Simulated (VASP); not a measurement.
Set up this calculation in VASP 6.6.1, as the native input.

- Task: single point
- Functional: PBE
- Potentials or basis: VASP PAW PBE potentials, release 64 (Al, N)
- Cutoff: 520 eV
- k mesh: 10 × 10 × 10
- Occupations: gaussian, width 0.05 eV
- Spin: no spin polarisation
- Dipole correction: no
- Further INCAR settings: ALGO = Normal; EDIFF = 1e-06; NBANDS = 11

The structure of AlN lies in POSCAR:

```
AlN
1.0
    0.0000000000      2.1132197051      2.1132197051
    2.1132197051      0.0000000000      2.1132197051
    2.1132197051      2.1132197051      0.0000000000
Al N
1 1
Direct
    0.5000000000      0.5000000000      0.5000000000
    0.0000000000      0.0000000000      0.0000000000
```

These files were run (other wordings do the same):

INCAR

```
SYSTEM = AlN
PREC = Accurate
ENCUT = 520
EDIFF = 1E-6
ISMEAR = 0
SIGMA = 0.05
LREAL = .False.
LASPH = .True.
NELM = 60
ALGO = Normal
ISIF = 2
LWAVE = .False.
LCHARG = .False.
GGA = PE
NBANDS = 11
```

KPOINTS

```
Automatic mesh
0
Gamma
  10 10 10
  0 0 0
```

Potentials or basis: VASP PAW PBE potentials, release 64 (Al, N).

Command:

```bash
$ cat potpaw_PBE.64/Al/POTCAR potpaw_PBE.64/N/POTCAR > POTCAR
$ mpirun -np 1 vasp_std > vasp.out
```

It gave:

* Pressure: -22.8 GPa
* Band gap on the k mesh: 3.40 eV, indirect (least direct gap 3.89 eV)

Wall time 5.2 s on 1 thread of AMD EPYC 9R45 96-Core Processor (Zen 5), on a shared host, peak memory 0.1 GiB.
